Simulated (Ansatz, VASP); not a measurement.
# Two plane-wave programs on TaN

```
Ta N
1.0
     0.00000    2.16438    2.16438
     2.16438    0.00000    2.16438
     2.16438    2.16438    0.00000
Ta N
1 1
Direct
  0.50000 0.50000 0.50000
  0.00000 0.00000 0.00000
```

Change from the starting cell: volume scaled by 0.98, PAW files.

Alike in both runs: task electric field gradients; functional PBEsol; k mesh 9 × 9 × 9; occupations fermi-dirac, width 0.02 eV; no spin polarisation.

```csv
,VASP,Ansatz
version,VASP 6.6.1,Ansatz 0.2.0
potentials or method,"VASP PAW PBE potentials, release 64 (Ta_pv, N)","PAW with Ansatz's default frozen-core files, scalar-relativistic"
plane-wave cutoff (eV),520,420
valence electrons in the cell,16,18
```

Ansatz gave:

| Item | Value |
| --- | --- |
| pressure (GPa) | 12.3 |

What did VASP give for the same quantities?

Pressure (GPa): 13.5.

VASP's potentials were made for PBE, not for PBEsol. The functional is the same, so the differences come from potentials, cutoffs and numerics. VASP's potentials hold 16 valence electrons a cell and Ansatz's 18, so a difference there can come from the potentials and not from the codes.

Spin-orbit coupling is off throughout.
